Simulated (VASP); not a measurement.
A run of VASP 6.6.1 is set up as follows.

Contents of INCAR:

```
SYSTEM = O
  PREC = Accurate
  ENCUT = 520
  EDIFF = 1E-6
  ISMEAR = -1
  SIGMA = 0.08
  LREAL = .False.
  LASPH = .True.
  NELM = 60
  ALGO = Normal
  ISIF = 2
  LWAVE = .False.
  LCHARG = .True.
  GGA = PS
  LELF = .True.
  LVHAR = .True.
  NBANDS = 13
```

KPOINTS

```
regular mesh
0
Gamma
  14 14 14
  0 0 0
```

Contents of POSCAR:

```
O
1.0
    0.0000000000      2.0471008620      2.0471008620
    2.0471008620      0.0000000000      2.0471008620
    2.0471008620      2.0471008620      0.0000000000
O
2
Direct
   -0.1250000000     -0.1250000000     -0.1250000000
    0.1250000000      0.1250000000      0.1250000000
```

Potentials or basis: VASP PAW PBE potentials, release 64 (O).

Launch:

```bash
$ cat potpaw_PBE.64/O/POTCAR > POTCAR
$ mpirun -np 1 vasp_std > vasp.out
```

**Question.** Predict the pressure.

**Answer.** 33.8 GPa.

**Question.** Predict the band gap on the k mesh.

**Answer.** Zero (band 6 reaches 3.48 eV, above the bottom of band 7 at 2.03 eV).

Caveat: the PAW data sets were made with another functional, which shifts forces and pressure a little.
